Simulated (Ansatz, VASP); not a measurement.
# AlGa3N4: VASP beside Ansatz

```
Al Ga N
1.0
     4.46763    0.00000    0.00000
     0.00000    4.46763    0.00000
     0.00000    0.00000    4.46763
Al Ga N
1 3 4
Direct
  0.00000 0.00000 0.00000
  0.51385 0.48615 0.00000
  0.51385 0.98615 0.50000
  0.01385 0.48615 0.50000
  0.75503 0.75503 0.24497
  0.75503 0.24497 0.75503
  0.24497 0.75503 0.75503
  0.24497 0.24497 0.24497
```

Alike in both runs: task single point; functional r2SCAN; k mesh 6 × 6 × 6; occupations gaussian, width 0.05 eV; no spin polarisation.

|  | VASP | Ansatz |
| --- | --- | --- |
| version | VASP 6.6.1 | Ansatz 0.2.0 |
| potentials or method | VASP PAW PBE potentials, release 64 (Al, Ga_d, N) | scalar-relativistic, plane waves, PAW |
| plane-wave cutoff (eV) | 520 | 500 |
| valence electrons in the cell | 62 | 62 |

```csv
,VASP,Ansatz,Ansatz less VASP
gap on the k mesh at the Fermi level (eV),2.63,2.63,0.000
pressure (GPa),1.0,0.4,-0.68
"traceless stress, the component that is largest in VASP (GPa)",-3.05,-2.91,+0.136
rms of the force components (eV/Å),0.630,0.615,-0.0154
```

VASP's potentials were made for PBE, not for r2SCAN. Atom by atom the forces differ by 0.040 eV/Å (rms over components). The functional is the same, so the differences come from potentials, cutoffs and numerics.
